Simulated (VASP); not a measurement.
Si2W, 9 atoms in the cell. It takes space group P6_222 (No. 180, hexagonal). Conventional cell: a = 4.576 Å, b = 4.576 Å, c = 6.603 Å, α = 90.00°, β = 90.00°, γ = 120.00°. Si (site symmetry 2) has 9 Si at 2.56 to 3.20 Å and 5 W at 2.57 to 2.66 Å within 3.4 Å. Within 3.4 Å of W (site symmetry 222) lie 10 Si at 2.57 to 2.66 Å and 4 W at 3.17 Å. 

```yaml
Program: VASP 6.6.1
Task: single point
Functional: PBEsol
Potentials_or_basis: VASP PAW PBE potentials, release 64 (Si, W_sv)
Cutoff: 520 eV
k_mesh: 12 × 12 × 6
Occupations: gaussian, width 0.15 eV
Spin: no spin polarisation
Dipole_correction: no
Further_INCAR_settings: ALGO = Normal; EDIFF = 1e-07; NBANDS = 43
```

Potentials or basis: VASP PAW PBE potentials, release 64 (Si, W_sv).

Launch:

```bash
$ cat potpaw_PBE.64/Si/POTCAR potpaw_PBE.64/W_sv/POTCAR > POTCAR
$ mpirun -np 1 vasp_std > vasp.out
```

Hardware: 1 thread of Intel(R) Xeon(R) Platinum 8488C (Sapphire Rapids), on a shared host.

Question: How long does it take, and how much memory?

Answer: Run time: 4.3 min on 1 thread of Intel(R) Xeon(R) Platinum 8488C (Sapphire Rapids), on a shared host, peak memory 0.43 GiB. Counts: scf iterations 14, k points 76.
